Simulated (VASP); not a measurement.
Sn, 2 atoms in the cell. Symmetry: I4_1/amd, No. 141, tetragonal system. Conventional cell: a = 4.659 Å, b = 4.659 Å, c = 6.491 Å, α = 90.00°, β = 90.00°, γ = 90.00°. Sn (site symmetry -4m2) has 4 Sn at 2.84 Å within 3.7 Å.  This cell differs from its parent crystal: strain +0.015 along x and y, +0.000 along z.

```yaml
Program: VASP 6.6.1
Task: single point
Functional: PBEsol
Potentials_or_basis: VASP PAW PBE potentials, release 64 (Sn_d)
Cutoff: 520 eV
k_mesh: 12 × 12 × 12
Occupations: gaussian, width 0.15 eV
Spin: no spin polarisation
Dipole_correction: no
Further_INCAR_settings: ALGO = Fast; EDIFF = 1e-06; NBANDS = 21
```

Potentials or basis: VASP PAW PBE potentials, release 64 (Sn_d).

Run with:

```bash
$ cat potpaw_PBE.64/Sn_d/POTCAR > POTCAR
$ mpirun -np 1 vasp_std > vasp.out
```

Hardware: 1 thread of Intel Xeon 8259CL (shared host).

How long does it take, and how much memory?

Wall time 5.7 min on 1 thread of Intel Xeon 8259CL (shared host), peak memory 0.34 GiB. Counts: scf iterations 13, k points 163.
